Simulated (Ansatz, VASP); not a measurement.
## BeTe in VASP and in Ansatz

```xyz
2
Lattice="0.0000 2.8286 2.7721 2.8286 0.0000 2.7721 2.8286 2.8286 0.0000" Properties=species:S:1:pos:R:3 pbc="T T T"
Be    0.0000    0.0000    0.0000
Te    1.4143    1.4143    1.3860
```

Change from the starting cell: uniaxial_z strain -2.0%.

Alike in both runs: task single point; functional PBE; k mesh 8 × 8 × 8; occupations fermi-dirac, width 0.02 eV; no spin polarisation.

|  | VASP | Ansatz |
| --- | --- | --- |
| version | VASP 6.6.1 | Ansatz 0.2.0 |
| potentials or method | VASP PAW PBE potentials, release 64 (Be, Te) | plane waves, PAW |
| plane-wave cutoff (eV) | 600 | 420 |
| valence electrons in the cell | 8 | 18 |

|  | VASP | Ansatz | Ansatz less VASP |
| --- | --- | --- | --- |
| gap on the k mesh at the Fermi level (eV) | 1.80 | 1.81 | +0.015 |
| pressure (GPa) | 1.6 | 1.4 | -0.15 |
| traceless stress, the component that is largest in VASP (GPa) | 0.79 | 0.79 | +0.003 |

VASP's potentials hold 8 valence electrons a cell and Ansatz's 18, so a difference there can come from the potentials and not from the codes.

Spin-orbit coupling is off throughout.
